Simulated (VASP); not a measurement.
# CdSiP2 (I-42d) in VASP: settings compared

Aim: see how the results for CdSiP2 move with the level of theory and the settings. Levels: PBE, r2SCAN. Tasks: single point.

All numbers are computed with VASP 6.6.1; they aren't measurements. Logs are shortened: lines on timing, memory, paths and dates and some standing lists are left out, and cuts for length are marked.

### Step 1. The cell of the first run

The structure is tetragonal, space group I-42d (No. 122). The conventional cell has a = 5.687 Å, b = 5.687 Å, c = 10.497 Å, α = 90.00°, β = 90.00°, γ = 90.00°. Cd (site symmetry -4) has 4 P at 2.57 Å within 3.4 Å. Within 3.0 Å of Si (site symmetry -4) lie 4 P at 2.25 Å. P (site symmetry 2) has 2 Si at 2.25 Å and 2 Cd at 2.57 Å within 3.0 Å.

### Step 2. Single point, PBE

File INCAR:

```
PREC = Accurate
ENCUT = 500
EDIFF = 1E-6
ISMEAR = 0
SIGMA = 0.01
LREAL = False
LASPH = True
NELM = 120
ALGO = Normal
ISIF = 2
LWAVE = False
LCHARG = False
GGA = PE
NBANDS = 36
GGA_COMPAT = False
```

File KPOINTS:

```
regular mesh
0
Gamma
  4 4 4
```

File POSCAR:

```
CdSiP2
1.0
   -2.8436140000      2.8436140000      5.2485580000
    2.8436140000     -2.8436140000      5.2485580000
    2.8436140000      2.8436140000     -5.2485580000
Cd Si P
2 2 4
Direct
    0.7500000000      0.2500000000      0.5000000000
    0.0000000000      0.0000000000      0.0000000000
    0.5000000000      0.5000000000      0.0000000000
    0.2500000000      0.7500000000      0.5000000000
    0.8750000000      0.8281280000      0.4531280000
    0.1718720000      0.6250000000      0.0468720000
    0.3750000000      0.4218720000      0.5468720000
    0.5781280000      0.1250000000      0.9531280000
```

Potentials or basis: VASP PAW PBE potentials, release 64 (Cd, Si, P).

Run with:

```bash
$ cat potpaw_PBE.64/Cd/POTCAR potpaw_PBE.64/Si/POTCAR potpaw_PBE.64/P/POTCAR > POTCAR
$ mpirun -np 1 vasp_std > vasp.out
```

OUTCAR:

```text
PREC = Accurate
   ENCUT = 500
   EDIFF = 1E-6
   ISMEAR = 0
   LREAL = False
   LASPH = True
   NELM = 120
   ISIF = 2
   GGA = PE

 ion  position               nearest neighbor table
   1  0.750  0.250  0.500-   6 2.57   5 2.57   7 2.57   8 2.57
   2  0.000  0.000  0.000-   7 2.57   6 2.57   8 2.57   5 2.57
   3  0.500  0.500  0.000-   7 2.25   6 2.25   5 2.25   8 2.25
   4  0.250  0.750  0.500-   6 2.25   5 2.25   7 2.25   8 2.25
   5  0.875  0.828  0.453-   3 2.25   4 2.25   2 2.57   1 2.57
   6  0.172  0.625  0.047-   4 2.25   3 2.25   2 2.57   1 2.57
   7  0.375  0.422  0.547-   3 2.25   4 2.25   1 2.57   2 2.57
   8  0.578  0.125  0.953-   3 2.25   4 2.25   1 2.57   2 2.57

  LATTYP: Found a body centered tetragonal cell.
 ALAT       =     5.6872280000
 C/A-ratio  =     1.8457350400

  Lattice vectors:

 A1 = (  -2.8436140000,   2.8436140000,   5.2485580000)
 A2 = (   2.8436140000,  -2.8436140000,   5.2485580000)
 A3 = (   2.8436140000,   2.8436140000,  -5.2485580000)

Analysis of symmetry for initial positions (statically):
=====================================================================
 Subroutine PRICEL returns:
 Original cell was already a primitive cell.

 Routine SETGRP: Setting up the symmetry group for a
 body centered tetragonal supercell.

 Subroutine GETGRP returns: Found  8 space group operations
 (whereof  4 operations were pure point group operations)
 out of a pool of 16 trial point group operations.

The static configuration has the point symmetry S_4 .
 The point group associated with its full space group is D_2d.

Analysis of symmetry for dynamics (positions and initial velocities):
=====================================================================
 Subroutine PRICEL returns:
 Original cell was already a primitive cell.

 Routine SETGRP: Setting up the symmetry group for a
 body centered tetragonal supercell.

 Subroutine GETGRP returns: Found  8 space group operations
 (whereof  4 operations were pure point group operations)
 out of a pool of 16 trial point group operations.

The dynamic configuration has the point symmetry S_4 .
 The point group associated with its full space group is D_2d.

 Subroutine INISYM returns: Found  8 space group operations
 (whereof  4 operations are pure point group operations),
 and found     1 'primitive' translations

----------------------------------------------------------------------------------------

                                     Primitive cell

  volume of cell :     169.7623

  direct lattice vectors                    reciprocal lattice vectors
    -2.843614000  2.843614000  5.248558000     0.000000000  0.175832585  0.095264261
     2.843614000 -2.843614000  5.248558000     0.175832585  0.000000000  0.095264261
     2.843614000  2.843614000 -5.248558000     0.175832585  0.175832585  0.000000000

  length of vectors
     6.612083049  6.612083049  6.612083049     0.199980942  0.199980942  0.248664826

  position of ions in fractional coordinates (direct lattice)
     0.750000000  0.250000000  0.500000000
     0.000000000  0.000000000  0.000000000
     0.500000000  0.500000000  0.000000000
     0.250000000  0.750000000  0.500000000
     0.875000000  0.828128000  0.453128000
     0.171872000  0.625000000  0.046872000
     0.375000000  0.421872000  0.546872000
     0.578128000  0.125000000  0.953128000

  ion indices of the primitive-cell ions
   primitive index   ion index
                 1           1
                 2           2
                 3           3
                 4           4
                 5           5
                 6           6
                 7           7
                 8           8

----------------------------------------------------------------------------------------

 KPOINTS: regular mesh

Automatic generation of k-mesh.
 Grid dimensions read from file:
 generate k-points for:    4    4    4

 Generating k-lattice:

  Cartesian coordinates                     Fractional coordinates (reciprocal lattice)
     0.000000000  0.043958146  0.023816065     0.250000000  0.000000000  0.000000000
     0.043958146  0.000000000  0.023816065     0.000000000  0.250000000  0.000000000
     0.043958146  0.043958146  0.000000000     0.000000000  0.000000000  0.250000000

  Length of vectors
     0.049995236  0.049995236  0.062166207

  Shift w.r.t. Gamma in fractional coordinates (k-lattice)
     0.000000000  0.000000000  0.000000000

 Subroutine IBZKPT returns following result:
 ===========================================

 Found     13 irreducible k-points:

 Following reciprocal coordinates:
            Coordinates               Weight
  0.000000  0.000000  0.000000      1.000000
  0.250000  0.000000  0.000000      8.000000
  0.500000  0.000000  0.000000      4.000000
  0.250000  0.250000  0.000000      8.000000
  0.500000  0.250000 -0.000000     16.000000
 -0.250000  0.250000  0.000000      4.000000
  0.500000  0.500000  0.000000      2.000000
  0.250000  0.250000  0.250000      2.000000
 -0.250000  0.250000  0.250000      4.000000
  0.500000  0.500000  0.250000      4.000000
 -0.250000  0.500000  0.250000      8.000000
 -0.250000 -0.250000  0.250000      2.000000
  0.500000  0.500000  0.500000      1.000000
   k-points           NKPTS =     13   k-points in BZ     NKDIM =     13   number of bands    NBANDS=     36
   number of dos      NEDOS =    301   number of ions     NIONS =      8
   total plane-waves  NPLWV = 110592
   dimension x,y,z NGX =    48 NGY =   48 NGZ =   48
   dimension x,y,z NGXF=    96 NGYF=   96 NGZF=   96
   ions per type =               2   2   4
   NGX,Y,Z   is equivalent  to a cutoff of  12.07, 12.07, 12.07 a.u.
   NGXF,Y,Z  is equivalent  to a cutoff of  24.14, 24.14, 24.14 a.u.
 SYSTEM =  unknown system
   PREC   = accura    normal or accurate (medium, high low for compatibility)
   ISTART =      0    job   : 0-new  1-cont  2-samecut
   ICHARG =      2    charge: 1-file 2-atom 10-const
   ISPIN  =      1    spin polarized calculation?
   LNONCOLLINEAR =      F non collinear calculations
   LSORBIT =      F    spin-orbit coupling
   LASPH  =      T    aspherical Exc in radial PAW
   ENCUT  =  500.0 eV  36.75 Ry    6.06 a.u.  12.06 12.06 12.06*2*pi/ulx,y,z
   NELM   =    120;   NELMIN=  2; NELMDL= -5     # of ELM steps
   EDIFF  = 0.1E-05   stopping-criterion for ELM
   LREAL  =      F    real-space projection
   EDIFFG = 0.1E-04   stopping-criterion for IOM
   NSW    =      0    number of steps for IOM
   IBRION =     -1    ionic relax: 0-MD 1-quasi-New 2-CG
   NFREE  =      0    steps in history (QN), initial steepest desc. (CG)
   ISIF   =      2    stress and relaxation
   ISYM   =      2    0-nonsym 1-usesym 2-fastsym
   POTIM  = 0.5000    time-step for ionic-motion
   TEBEG  =    0.0;   TEEND  =   0.0 temperature during run
   PSTRESS=    0.0 pullay stress
   NELECT =      52.0000    total number of electrons
   NUPDOWN=      -1.0000    fix difference up-down
   EMIN   =  10.00;   EMAX   =-10.00  energy-range for DOS
   EFERMI =   0.00;   METHOD = LEGACY
   ISMEAR =     0;   SIGMA  =   0.01  broadening in eV -4-tet -1-fermi 0-gaus
   EFERMI_NEDOS =   21; number of points for ismear=-14 and -15
   IALGO  =     38    algorithm
   IMIX   =      4    mixing-type and parameters
     AMIX     =   0.40;   BMIX     =  1.00
     AMIX_MAG =   1.60;   BMIX_MAG =  1.00
  volume/ion in A,a.u.               =      21.22       143.20
  Fermi-wavevector in a.u.,A,eV,Ry     =   1.103559  2.085424 16.569750  1.217842
  Thomas-Fermi vector in A             =   2.240019
   LORBIT       =      0    0 simple, 1 ext, 2 COOP (PROOUT), +10 PAW based schemes
   GGA     = PE    functional components
   LHFCALC =     F    Hartree Fock is set to
   AEXX    =    0.0000 exact exchange contribution
   IVDW    =     0    specifies the selected vdW correction
   LEPSILON=     F    determine dielectric tensor
   LRPA    =     F    only Hartree local field effects (RPA)
 non-spin polarized calculation
 Gauss-broadening in eV      SIGMA  =   0.01
  energy-cutoff  :      500.00
  volume of cell :      169.76
 maximum number of plane-waves:      4352
   NGX = 25   NGY = 25   NGZ = 25

 number of electron      51.9999997 magnetization

 Free energy of the ion-electron system (eV)
  ---------------------------------------------------
  ext. energy  EPLUGINS =         0.00000000
  ---------------------------------------------------
  free energy    TOTEN  =       -35.56508262 eV

  energy without entropy =      -35.56508262  energy(sigma->0) =      -35.56508262

 E-fermi :   4.0474     XC(G=0):  -9.6168

 val. band max:        3.9921794636   @ k =   0.0000   0.0000   0.0000
 cond. band min:       5.3802452771   @ k =   0.0000   0.0000   0.0000
 fundamental gap:      1.3880658134
 Fermi energy:         4.0473737354

 k-point     1 :       0.0000    0.0000    0.0000
  band No.  band energies     occupation
      1      -8.6774      2.00000
      2      -6.1717      2.00000
      3      -6.1554      2.00000
      4      -6.1554      2.00000
      5      -4.7251      2.00000
      6      -4.1284      2.00000
[... 28 lines left out ...]
     35       9.0363      0.00000
     36       9.8755      0.00000

 k-point     2 :       0.2500    0.0000    0.0000
  band No.  band energies     occupation
      1      -8.4593      2.00000
      2      -6.6529      2.00000
      3      -6.2363      2.00000
      4      -6.2024      2.00000
      5      -4.4746      2.00000
      6      -4.1531      2.00000
[... 28 lines left out ...]
     35       9.1764      0.00000
     36       9.9735      0.00000
[... 388 lines left out ...]
     35       8.7754      0.00000
     36       8.7754      0.00000

 k-point    13 :       0.5000    0.5000    0.5000
  band No.  band energies     occupation
      1      -7.7904      2.00000
      2      -7.7904      2.00000
      3      -6.1650      2.00000
      4      -6.1650      2.00000
      5      -4.2535      2.00000
      6      -4.2535      2.00000
[... 28 lines left out ...]
     35      10.1207      0.00000
     36      10.1207      0.00000

------------------------ aborting loop because EDIFF is reached ----------------------------------------

  FORCE on cell =-STRESS in cart. coord.  units (eV):
  Direction    XX          YY          ZZ          XY          YZ          ZX
  --------------------------------------------------------------------------------------
  -------------------------------------------------------------------------------------
  Total        1.9013459      1.9013459      1.7992047      0.0000000     -0.0000000      0.0000000
  in kB       17.9444615     17.9444615     16.9804772      0.0000000     -0.0000000      0.0000000
  external PRESSURE =      17.6231334 kB  Pullay stress =       0.0000000 kB

 VOLUME and BASIS-vectors are now :
 -----------------------------------------------------------------------------
  energy-cutoff  :      500.00
  volume of cell :      169.76
      direct lattice vectors                 reciprocal lattice vectors
    -2.843614000  2.843614000  5.248558000     0.000000000  0.175832585  0.095264261
     2.843614000 -2.843614000  5.248558000     0.175832585  0.000000000  0.095264261
     2.843614000  2.843614000 -5.248558000     0.175832585  0.175832585  0.000000000

 POSITION                                       TOTAL-FORCE (eV/Angst)
 -----------------------------------------------------------------------------------
      0.00000      2.84361      2.62428        -0.000000      0.000000      0.000000
      0.00000      0.00000      0.00000        -0.000000      0.000000     -0.000000
      0.00000      0.00000      5.24856        -0.000000      0.000000     -0.000000
      2.84361      0.00000      2.62428        -0.000000      0.000000      0.000000
      1.15524      1.42181      6.56070         0.067428      0.000000      0.000000
      1.42181     -1.15524      3.93642        -0.000000     -0.067428     -0.000000
      1.68838      1.42181      1.31214        -0.067428      0.000000     -0.000000
      1.42181      3.99885     -1.31214        -0.000000      0.067428      0.000000
 -----------------------------------------------------------------------------------
    total drift:                               -0.000001     -0.000001     -0.000001

  FREE ENERGIE OF THE ION-ELECTRON SYSTEM (eV)
  ---------------------------------------------------
  free  energy   TOTEN  =       -35.5650826202 eV

  energy  without entropy=      -35.5650826202  energy(sigma->0) =      -35.56508262
```

Wall time 100 s (1 thread of Intel Xeon Platinum 8259CL at 2.50GHz (Skylake/Cascade Lake), shared host); peak memory 0.35 GiB.

What came out:

```
Free energy            : -35.5651 eV
Pressure               : 1.8 GPa
Largest force          : 0.067 eV/Å
Band gap on the k mesh : 1.39 eV
```

Forces on the atoms (eV/Å):
```
Cd   0.000  0.000  0.000
Cd   0.000  0.000  0.000
Si   0.000  0.000  0.000
Si   0.000  0.000  0.000
P    0.067  0.000  0.000
P    0.000 -0.067  0.000
P   -0.067  0.000  0.000
P    0.000  0.067  0.000
```

Levels at points of the mesh, in eV from the valence-band top:
```csv
k point,band 23,band 24,band 25,band 26,band 27,band 28,band 29,band 30
"(0.00, 0.00, 0.00)",-1.90,-0.25,-0.25,0.00,1.39,1.97,2.00,3.34
"(0.50, 0.00, 0.00)",-1.75,-1.56,-0.87,-0.50,2.48,2.80,2.98,4.03
"(0.50, 0.50, 0.00)",-0.87,-0.87,-0.43,-0.43,1.91,1.91,3.00,3.00
"(0.50, 0.50, 0.50)",-1.82,-1.82,-0.72,-0.72,1.99,1.99,2.04,2.04
```

A k mesh can miss the band edges.

(Continued in part 2 of 2.)
